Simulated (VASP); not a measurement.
# CdF2 (Fm-3m) in VASP: notebook, part 2 of 2

VASP 6.6.1. The steps go on from the part before.

**3. Single point, HSE06**

Input file POSCAR:

```
CdF2
1.0
    0.0000000000      2.6825809941      2.6825809941
    2.6825809941      0.0000000000      2.6825809941
    2.6825809941      2.6825809941      0.0000000000
Cd F
1 2
Direct
    0.0000000000      0.0000000000      0.0000000000
    0.2500000000      0.2500000000      0.2500000000
    0.7500000000      0.7500000000      0.7500000000
```

Input file INCAR.step1:

```
SYSTEM = CdF2
  PREC = Accurate
  ENCUT = 520
  EDIFF = 1E-5
  ISMEAR = 0
  SIGMA = 0.01
  LREAL = .FALSE.
  LASPH = .TRUE.
  NELM = 60
  ALGO = Normal
  ISIF = 2
  LWAVE = .TRUE.
  GGA = PE
  NBANDS = 20
```

Input file INCAR.step2:

```
SYSTEM = CdF2
  PREC = Accurate
  ENCUT = 520
  EDIFF = 1E-6
  ISMEAR = 0
  SIGMA = 0.01
  LREAL = .FALSE.
  LASPH = .TRUE.
  NELM = 60
  ALGO = Normal
  ISIF = 2
  LWAVE = .FALSE.
  LCHARG = .TRUE.
  GGA = PE
  LHFCALC = .TRUE.
  HFSCREEN = 0.2079
  PRECFOCK = Normal
  LELF = .TRUE.
  LVHAR = .TRUE.
  ISTART = 1
  NBANDS = 20
```

Input file KPOINTS:

```
Automatic mesh
0
G
  4 4 4
  0 0 0
```

Potentials or basis: VASP PAW PBE potentials, release 64 (Cd, F).

Command:

```bash
$ cat potpaw_PBE.64/Cd/POTCAR potpaw_PBE.64/F/POTCAR > POTCAR
$ cp INCAR.step1 INCAR
$ mpirun -np 1 vasp_std > vasp.out
$ cp INCAR.step2 INCAR
$ mpirun -np 1 vasp_std > vasp.out
```

OUTCAR:

```text
SYSTEM = CdF2
   PREC = Accurate
   ENCUT = 520
   EDIFF = 1E-6
   ISMEAR = 0
   LREAL = .FALSE.
   LASPH = .TRUE.
   NELM = 60
   ISIF = 2
   GGA = PE
   LHFCALC = .TRUE.
   HFSCREEN = 0.2079
   PRECFOCK = Normal
   ISTART = 1

 ion  position               nearest neighbor table
   1  0.000  0.000  0.000-   3 2.32   3 2.32   2 2.32   2 2.32   3 2.32   2 2.32   3 2.32   2 2.32

   2  0.250  0.250  0.250-   1 2.32   1 2.32   1 2.32   1 2.32
   3  0.750  0.750  0.750-   1 2.32   1 2.32   1 2.32   1 2.32

  LATTYP: Found a face centered cubic cell.
 ALAT       =     5.3651619882

  Lattice vectors:

 A1 = (   0.0000000000,   2.6825809941,   2.6825809941)
 A2 = (   2.6825809941,   0.0000000000,   2.6825809941)
 A3 = (   2.6825809941,   2.6825809941,   0.0000000000)

Analysis of symmetry for initial positions (statically):
=====================================================================
 Subroutine PRICEL returns:
 Original cell was already a primitive cell.

 Routine SETGRP: Setting up the symmetry group for a
 face centered cubic supercell.
[... 156 lines left out ...]
  free energy    TOTEN  =       -14.35071356 eV

  energy without entropy =      -14.35071356  energy(sigma->0) =      -14.35071356

 E-fermi :  -2.6465     XC(G=0):  -8.5552

 val. band max:       -2.7664548998   @ k =  -0.2500   0.5000   0.2500
 cond. band min:       2.4469042856   @ k =   0.0000   0.0000   0.0000
 fundamental gap:      5.2133591854
 Fermi energy:        -2.6465022459

 k-point     1 :       0.0000    0.0000    0.0000
  band No.  band energies     occupation
      1     -25.3055      2.00000
      2     -24.1294      2.00000
      3      -8.8513      2.00000
      4      -8.8513      2.00000
      5      -8.8513      2.00000
      6      -7.4909      2.00000
[... 173 lines left out ...]
     19      18.9082      0.00000
     20      21.1136      0.00000

------------------------ aborting loop because EDIFF is reached ----------------------------------------

  FORCE on cell =-STRESS in cart. coord.  units (eV):
  Direction    XX          YY          ZZ          XY          YZ          ZX
  --------------------------------------------------------------------------------------
  -------------------------------------------------------------------------------------
  Total        1.0179165      1.0179165      1.0179165     -0.0000000     -0.0000000      0.0000000
  in kB       42.2410005     42.2410005     42.2410005     -0.0000000     -0.0000000      0.0000000
  external PRESSURE =      42.2410005 kB  Pullay stress =       0.0000000 kB

 VOLUME and BASIS-vectors are now :
 -----------------------------------------------------------------------------
  energy-cutoff  :      520.00
  volume of cell :       38.61
      direct lattice vectors                 reciprocal lattice vectors
     0.000000000  2.682580994  2.682580994    -0.186387662  0.186387662  0.186387662
     2.682580994  0.000000000  2.682580994     0.186387662 -0.186387662  0.186387662
     2.682580994  2.682580994  0.000000000     0.186387662  0.186387662 -0.186387662

 POSITION                                       TOTAL-FORCE (eV/Angst)
 -----------------------------------------------------------------------------------
      0.00000      0.00000      0.00000         0.000000     -0.000000      0.000000
      1.34129      1.34129      1.34129         0.000000      0.000000      0.000000
      4.02387      4.02387      4.02387        -0.000000     -0.000000     -0.000000
 -----------------------------------------------------------------------------------
    total drift:                               -0.000000     -0.000000     -0.000000

  FREE ENERGIE OF THE ION-ELECTRON SYSTEM (eV)
  ---------------------------------------------------
  free  energy   TOTEN  =       -14.3507135636 eV

  energy  without entropy=      -14.3507135636  energy(sigma->0) =      -14.35071356
```

Run time: 5.1 min. Hardware: 1 thread of Intel Xeon 6975P-C (Granite Rapids), shared host; peak memory 0.26 GiB.

Results:

```yaml
Free_energy: -14.3507 eV
Pressure: 4.2 GPa
Band_gap_on_the_k_mesh: 5.21 eV (least direct gap 5.78 eV)
```

Levels at points of the mesh, in eV from the valence-band top:
```csv
k point,band 11,band 12,band 13,band 14,band 15,band 16
"(0.00, 0.00, 0.00)",-0.56,-0.56,-0.56,5.21,15.04,15.04
"(0.50, 0.00, 0.00)",-1.98,-0.44,-0.44,9.61,11.29,17.12
"(0.50, 0.50, 0.00)",-0.55,-0.10,-0.10,10.55,11.96,13.92
```

Caveat: the k points lie up to 0.51 Å⁻¹ apart; the PAW data sets were made with another functional, which shifts forces and pressure a little. A k mesh can miss the band edges.

**4. Single point, PBE-based global hybrid with 75 % exact exchange**

POSCAR is that of step 3.

Input file INCAR.step1:

```
  PREC = Accurate
  ENCUT = 520
  EDIFF = 1E-5
  ISMEAR = 0
  SIGMA = 0.01
  LREAL = F
  LASPH = T
  NELM = 60
  ALGO = Normal
  ISIF = 2
  LWAVE = T
  LCHARG = F
  GGA = PE
  NBANDS = 20
```

Input file INCAR.step2:

```
  PREC = Accurate
  ENCUT = 520
  EDIFF = 1E-6
  ISMEAR = 0
  SIGMA = 0.01
  LREAL = F
  LASPH = T
  NELM = 60
  ALGO = Normal
  ISIF = 2
  LWAVE = F
  LCHARG = F
  GGA = PE
  LHFCALC = T
  AEXX = 0.75
  PRECFOCK = Normal
  ISTART = 1
  NBANDS = 20
```

Input file KPOINTS:

```
Automatic mesh
0
Gamma
  4 4 4
```

Command:

```bash
$ cat potpaw_PBE.64/Cd/POTCAR potpaw_PBE.64/F/POTCAR > POTCAR
$ cp INCAR.step1 INCAR
$ mpirun -np 1 vasp_std > vasp.out
$ cp INCAR.step2 INCAR
$ mpirun -np 1 vasp_std > vasp.out
```

Wall time 7.4 min (1 thread of Intel Xeon 6975P-C (Granite Rapids), shared host); peak memory 0.17 GiB.

Results (log left out):

* Free energy: -24.2574 eV
* Pressure: -2.6 GPa
* Band gap on the k mesh: 12.13 eV (least direct gap 12.81 eV)

Levels at points of the mesh, in eV from the valence-band top:
```tsv
k point	band 11	band 12	band 13	band 14	band 15	band 16
(0.00, 0.00, 0.00)	-0.68	-0.68	-0.68	12.13	22.19	22.19
(0.50, 0.00, 0.00)	-2.17	-0.52	-0.52	17.00	18.01	24.71
(0.50, 0.50, 0.00)	-0.62	-0.11	-0.11	18.12	19.05	20.41
```

Caveat: the k points lie up to 0.51 Å⁻¹ apart; the PAW data sets were made with another functional, which shifts forces and pressure a little. A k mesh can miss the band edges.

**5. Single point, PBE-based screened hybrid with 100 % exact exchange**

POSCAR is that of step 4.

Input file INCAR.step1:

```
PREC = Accurate
ENCUT = 520
EDIFF = 1E-5
ISMEAR = 0
SIGMA = 0.01
LREAL = False
LASPH = True
NELM = 60
ALGO = Normal
ISIF = 2
LWAVE = True
NBANDS = 20
GGA = PE
```

Input file INCAR.step2:

```
PREC = Accurate
ENCUT = 520
EDIFF = 1E-7
ISMEAR = 0
SIGMA = 0.01
LREAL = False
LASPH = True
NELM = 60
ALGO = Normal
ISIF = 2
LWAVE = False
LCHARG = True
GGA = PE
LHFCALC = True
AEXX = 1.0
HFSCREEN = 0.5
PRECFOCK = Normal
LELF = True
LVHAR = True
NBANDS = 20
ISTART = 1
ALDAC = 1.0
AGGAC = 1.0
```

KPOINTS is that of step 4.

Potentials or basis: VASP PAW PBE potentials, release 64 (Cd, F).

Command:

```bash
$ cat potpaw_PBE.64/Cd/POTCAR potpaw_PBE.64/F/POTCAR > POTCAR
$ cp INCAR.step1 INCAR
$ mpirun -np 1 vasp_std > vasp.out
$ cp INCAR.step2 INCAR
$ mpirun -np 1 vasp_std > vasp.out
```

OUTCAR:

```text
PREC = Accurate
   ENCUT = 520
   EDIFF = 1E-7
   ISMEAR = 0
   LREAL = False
   LASPH = True
   NELM = 60
   ISIF = 2
   GGA = PE
   LHFCALC = True
   AEXX = 1.0
   HFSCREEN = 0.5
   PRECFOCK = Normal
   ISTART = 1

 ion  position               nearest neighbor table
   1  0.000  0.000  0.000-   3 2.32   3 2.32   2 2.32   2 2.32   3 2.32   2 2.32   3 2.32   2 2.32

   2  0.250  0.250  0.250-   1 2.32   1 2.32   1 2.32   1 2.32
   3  0.750  0.750  0.750-   1 2.32   1 2.32   1 2.32   1 2.32

  LATTYP: Found a face centered cubic cell.
 ALAT       =     5.3651619882

  Lattice vectors:

 A1 = (   0.0000000000,   2.6825809941,   2.6825809941)
 A2 = (   2.6825809941,   0.0000000000,   2.6825809941)
 A3 = (   2.6825809941,   2.6825809941,   0.0000000000)

Analysis of symmetry for initial positions (statically):
=====================================================================
 Subroutine PRICEL returns:
 Original cell was already a primitive cell.

 Routine SETGRP: Setting up the symmetry group for a
 face centered cubic supercell.

 Subroutine GETGRP returns: Found 48 space group operations
 (whereof 48 operations were pure point group operations)
 out of a pool of 48 trial point group operations.

The static configuration has the point symmetry O_h .

Analysis of symmetry for dynamics (positions and initial velocities):
=====================================================================
 Subroutine PRICEL returns:
 Original cell was already a primitive cell.

 Routine SETGRP: Setting up the symmetry group for a
 face centered cubic supercell.

 Subroutine GETGRP returns: Found 48 space group operations
 (whereof 48 operations were pure point group operations)
 out of a pool of 48 trial point group operations.

The dynamic configuration has the point symmetry O_h .

[... 106 lines left out ...]
  Thomas-Fermi vector in A             =   2.554301
   LORBIT       =      0    0 simple, 1 ext, 2 COOP (PROOUT), +10 PAW based schemes
   GGA     = PE    functional components
   LHFCALC =     T    Hartree Fock is set to
   PRECFOCK=normal    Normal, Fast or Accurate (Low or Medium for compatibility)
   ENCUT4O =  -1.0   cutoff for four orbital integrals eV
   NKREDX  =     1    reduce k-point grid by
   NKREDY  =     1    reduce k-point grid by
   NKREDZ  =     1    reduce k-point grid by
   AEXX    =    1.0000 exact exchange contribution
   HFSCREEN=    0.5000 screening length (either q_TF or 0.3 A-1)
   HFSCREENC=   0.5000 screening length for correlation (either q_TF or 0.3 A-1)
   ENCUTFOCK=  -1.0 apply spherical cutoff to Coloumb kernel
   IVDW    =     0    specifies the selected vdW correction
   LEPSILON=     F    determine dielectric tensor
   LRPA    =     F    only Hartree local field effects (RPA)
 non-spin polarized calculation
 Gauss-broadening in eV      SIGMA  =   0.01
  energy-cutoff  :      520.00
  volume of cell :       38.61
 maximum number of plane-waves:      1056
  NGX = 24; NGY = 24; NGZ = 24

 number of electron      25.9999999 magnetization

 Free energy of the ion-electron system (eV)
  ---------------------------------------------------
  ext. energy  EPLUGINS =         0.00000000
  ---------------------------------------------------
  free energy    TOTEN  =       -21.97819398 eV

  energy without entropy =      -21.97819398  energy(sigma->0) =      -21.97819398

 E-fermi :  -5.7765     XC(G=0):  -4.6146

 val. band max:       -5.9377947901   @ k =  -0.2500   0.5000   0.2500
 cond. band min:       3.0436892129   @ k =   0.0000   0.0000   0.0000
 fundamental gap:      8.9814840030
 Fermi energy:        -5.7764545199

 k-point     1 :       0.0000    0.0000    0.0000
  band No.  band energies     occupation
      1     -32.8161      2.00000
      2     -31.6322      2.00000
      3     -12.6813      2.00000
      4     -12.6813      2.00000
      5     -12.6813      2.00000
      6     -11.1693      2.00000
[... 173 lines left out ...]
     19      19.5521      0.00000
     20      22.1128      0.00000

------------------------ aborting loop because EDIFF is reached ----------------------------------------

  FORCE on cell =-STRESS in cart. coord.  units (eV):
  Direction    XX          YY          ZZ          XY          YZ          ZX
  --------------------------------------------------------------------------------------
  -------------------------------------------------------------------------------------
  Total       -0.6738149     -0.6738149     -0.6738149     -0.0000000      0.0000000      0.0000000
  in kB      -27.9616414    -27.9616414    -27.9616414     -0.0000000      0.0000000      0.0000000
  external PRESSURE =     -27.9616414 kB  Pullay stress =       0.0000000 kB

 VOLUME and BASIS-vectors are now :
 -----------------------------------------------------------------------------
  energy-cutoff  :      520.00
  volume of cell :       38.61
      direct lattice vectors                 reciprocal lattice vectors
     0.000000000  2.682580994  2.682580994    -0.186387662  0.186387662  0.186387662
     2.682580994  0.000000000  2.682580994     0.186387662 -0.186387662  0.186387662
     2.682580994  2.682580994  0.000000000     0.186387662  0.186387662 -0.186387662

 POSITION                                       TOTAL-FORCE (eV/Angst)
 -----------------------------------------------------------------------------------
      0.00000      0.00000      0.00000         0.000000      0.000000     -0.000000
      1.34129      1.34129      1.34129        -0.000000     -0.000000     -0.000000
      4.02387      4.02387      4.02387         0.000000      0.000000      0.000000
 -----------------------------------------------------------------------------------
    total drift:                               -0.000003     -0.000004     -0.000004

  FREE ENERGIE OF THE ION-ELECTRON SYSTEM (eV)
  ---------------------------------------------------
  free  energy   TOTEN  =       -21.9781939772 eV

  energy  without entropy=      -21.9781939772  energy(sigma->0) =      -21.97819398
```

OUTCAR.step1:

```text
PREC = Accurate
   ENCUT = 520
   EDIFF = 1E-5
   ISMEAR = 0
   LREAL = False
[... 391 lines left out ...]
      0.00000      0.00000      0.00000        -0.000000      0.000000     -0.000000
      1.34129      1.34129      1.34129         0.000000      0.000000      0.000000
      4.02387      4.02387      4.02387        -0.000000     -0.000000     -0.000000
 -----------------------------------------------------------------------------------
    total drift:                                0.000000      0.000000      0.000000

  FREE ENERGIE OF THE ION-ELECTRON SYSTEM (eV)
  ---------------------------------------------------
  free  energy   TOTEN  =       -10.8358497399 eV

  energy  without entropy=      -10.8358497399  energy(sigma->0) =      -10.83584974
```

It took 7.5 min on 1 thread of Intel Xeon 6975P-C (Granite Rapids), shared host; peak memory 0.26 GiB.

Results:

* Free energy: -21.9782 eV
* Pressure: -2.8 GPa
* Band gap on the k mesh: 8.98 eV (least direct gap 9.68 eV)

Caveat: the k points lie up to 0.51 Å⁻¹ apart; the PAW data sets were made with another functional, which shifts forces and pressure a little. A k mesh can miss the band edges.

**6. Single point, HF**

POSCAR is that of step 5.

Input file INCAR.step1:

```
PREC = Accurate
ENCUT = 520
EDIFF = 1E-5
ISMEAR = 0
SIGMA = 0.01
LREAL = F
LASPH = T
NELM = 60
ALGO = Normal
ISIF = 2
LWAVE = T
GGA = PE
NBANDS = 20
```

Input file INCAR.step2:

```
PREC = Accurate
ENCUT = 520
EDIFF = 1E-6
ISMEAR = 0
SIGMA = 0.01
LREAL = F
LASPH = T
NELM = 60
ALGO = Normal
ISIF = 2
LWAVE = F
LCHARG = T
GGA = PE
LHFCALC = T
AEXX = 1.0
ALDAC = 0.0
AGGAC = 0.0
PRECFOCK = Normal
LELF = T
LVHAR = T
ISTART = 1
NBANDS = 20
```

KPOINTS is that of step 5.

Potentials or basis: VASP PAW PBE potentials, release 64 (Cd, F).

Command:

```bash
$ cat potpaw_PBE.64/Cd/POTCAR potpaw_PBE.64/F/POTCAR > POTCAR
$ cp INCAR.step1 INCAR
$ mpirun -np 1 vasp_std > vasp.out
$ cp INCAR.step2 INCAR
$ mpirun -np 1 vasp_std > vasp.out
```

OUTCAR:

```text
PREC = Accurate
   ENCUT = 520
   EDIFF = 1E-6
   ISMEAR = 0
   LREAL = F
   LASPH = T
   NELM = 60
   ISIF = 2
   GGA = PE
   LHFCALC = T
   AEXX = 1.0
   PRECFOCK = Normal
   ISTART = 1

 ion  position               nearest neighbor table
   1  0.000  0.000  0.000-   3 2.32   3 2.32   2 2.32   2 2.32   3 2.32   2 2.32   3 2.32   2 2.32

[... 369 lines left out ...]

------------------------ aborting loop because EDIFF is reached ----------------------------------------

  FORCE on cell =-STRESS in cart. coord.  units (eV):
  Direction    XX          YY          ZZ          XY          YZ          ZX
  --------------------------------------------------------------------------------------
  -------------------------------------------------------------------------------------
  Total        1.5490641      1.5490641      1.5490641     -0.0000000      0.0000000      0.0000000
  in kB       64.2823069     64.2823069     64.2823069     -0.0000000      0.0000000      0.0000000
  external PRESSURE =      64.2823069 kB  Pullay stress =       0.0000000 kB

 VOLUME and BASIS-vectors are now :
 -----------------------------------------------------------------------------
  energy-cutoff  :      520.00
  volume of cell :       38.61
      direct lattice vectors                 reciprocal lattice vectors
     0.000000000  2.682580994  2.682580994    -0.186387662  0.186387662  0.186387662
     2.682580994  0.000000000  2.682580994     0.186387662 -0.186387662  0.186387662
     2.682580994  2.682580994  0.000000000     0.186387662  0.186387662 -0.186387662

 POSITION                                       TOTAL-FORCE (eV/Angst)
 -----------------------------------------------------------------------------------
      0.00000      0.00000      0.00000        -0.000000      0.000000     -0.000000
      1.34129      1.34129      1.34129        -0.000000     -0.000000     -0.000000
      4.02387      4.02387      4.02387         0.000000      0.000000      0.000000
 -----------------------------------------------------------------------------------
    total drift:                                0.000000      0.000000      0.000000

  FREE ENERGIE OF THE ION-ELECTRON SYSTEM (eV)
  ---------------------------------------------------
  free  energy   TOTEN  =       -26.7315207471 eV

  energy  without entropy=      -26.7315207471  energy(sigma->0) =      -26.73152075
```

OUTCAR.step1:

```text
PREC = Accurate
   ENCUT = 520
   EDIFF = 1E-5
   ISMEAR = 0
   LREAL = F
[... 391 lines left out ...]
      0.00000      0.00000      0.00000        -0.000000      0.000000     -0.000000
      1.34129      1.34129      1.34129         0.000000      0.000000      0.000000
      4.02387      4.02387      4.02387        -0.000000     -0.000000     -0.000000
 -----------------------------------------------------------------------------------
    total drift:                                0.000000      0.000000      0.000000

  FREE ENERGIE OF THE ION-ELECTRON SYSTEM (eV)
  ---------------------------------------------------
  free  energy   TOTEN  =       -10.8358497399 eV

  energy  without entropy=      -10.8358497399  energy(sigma->0) =      -10.83584974
```

OSZICAR.step1:

```text
N       E                     dE             d eps       ncg     rms          rms(c)
DAV:   1     0.208039477665E+03    0.20804E+03   -0.15379E+04   320   0.132E+03
DAV:   2    -0.238707282262E+01   -0.21043E+03   -0.20345E+03   336   0.348E+02
DAV:   3    -0.124764925830E+02   -0.10089E+02   -0.10059E+02   360   0.824E+01
DAV:   4    -0.125267307859E+02   -0.50238E-01   -0.50233E-01   340   0.596E+00
DAV:   5    -0.125269119487E+02   -0.18116E-03   -0.18116E-03   356   0.320E-01    0.104E+01
DAV:   6    -0.108059474536E+02    0.17210E+01   -0.39186E+00   396   0.362E+01    0.761E+00
DAV:   7    -0.108495628925E+02   -0.43615E-01   -0.86289E-01   320   0.827E+00    0.435E+00
DAV:   8    -0.108431559520E+02    0.64069E-02   -0.12613E-01   328   0.339E+00    0.686E-01
DAV:   9    -0.108351684145E+02    0.79875E-02   -0.30981E-02   372   0.219E+00    0.853E-02
DAV:  10    -0.108357333906E+02   -0.56498E-03   -0.27717E-03   328   0.555E-01    0.116E-01
DAV:  11    -0.108358272094E+02   -0.93819E-04   -0.99101E-05   340   0.951E-02    0.360E-02
DAV:  12    -0.108358480850E+02   -0.20876E-04   -0.31571E-05   312   0.511E-02    0.180E-02
DAV:  13    -0.108358497399E+02   -0.16549E-05   -0.55349E-06   268   0.194E-02
   1 F= -.10835850E+02 E0= -.10835850E+02  d E =-.106701E-43
```

Run time: 7.6 min. Hardware: 1 thread of Intel Xeon 6975P-C (Granite Rapids), shared host; peak memory 0.17 GiB.

What came out:

```yaml
Free_energy: -26.7315 eV
Pressure: 6.4 GPa
Band_gap_on_the_k_mesh: 15.27 eV (least direct gap 15.96 eV)
```

Caveat: the k points lie up to 0.51 Å⁻¹ apart; the PAW data sets were made with another functional, which shifts forces and pressure a little. A k mesh can miss the band edges.

**7. Overview**

```tsv
level	k mesh	grid for exact exchange (PRECFOCK)	share of exact exchange	screening parameter	gap on the mesh (eV)	pressure (GPa)
r2SCAN	6 × 6 × 6	-	-	-	3.82	2.6
HSE06	4 × 4 × 4	Normal	0.25	0.2079 1/Å	5.21	4.2
PBE-based global hybrid with 75 % exact exchange	4 × 4 × 4	Normal	0.75	-	12.13	-2.6
PBE-based screened hybrid with 100 % exact exchange	4 × 4 × 4	Normal	1	0.5 1/Å	8.98	-2.8
HF	4 × 4 × 4	Normal	1	-	15.27	6.4
```

Alike in all rows: task single point; potentials or basis VASP PAW PBE potentials, release 64 (Cd, F); no spin polarisation; cell as given; cutoff (eV) 520; smearing gaussian 0.01 eV.

Caveats: some runs use coarse meshes; the PAW data sets were made with another functional, which shifts forces and pressure a little.

Total energies depend on the potentials used, so only differences within one code and one set of settings carry meaning.
